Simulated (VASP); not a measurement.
A run of VASP 6.6.1 is set up as follows.

File INCAR:

```
SYSTEM = Pt
PREC = Accurate
ENCUT = 520
EDIFF = 1E-6
ISMEAR = 0
SIGMA = 0.15
LREAL = .FALSE.
LASPH = .TRUE.
NELM = 100
ALGO = Normal
ISIF = 2
LWAVE = .FALSE.
LCHARG = .TRUE.
GGA = PE
LELF = .TRUE.
LVHAR = .TRUE.
NBANDS = 11
```

KPOINTS

```
Automatic mesh
0
G
  22 22 22
  0 0 0
```

The input POSCAR:

```
Pt
1.0
    0.0000000000      1.9849647115      1.9849647115
    1.9849647115      0.0000000000      1.9849647115
    1.9849647115      1.9849647115      0.0000000000
Pt
1
Direct
    0.0000000000      0.0000000000      0.0000000000
```

Potentials or basis: VASP PAW PBE potentials, release 64 (Pt).

The run is started by

```sh
$ cat potpaw_PBE.64/Pt/POTCAR > POTCAR
$ mpirun -np 1 vasp_std > vasp.out
```

**Question.** What does it give for the pressure?

**Answer.** -0.4 GPa.

**Question.** Predict the band gap on the k mesh.

**Answer.** Zero (band 5 reaches 11.03 eV, above the bottom of band 6 at 8.94 eV).

Caveat: spin-orbit coupling is left out, which moves the levels of the heavy elements.
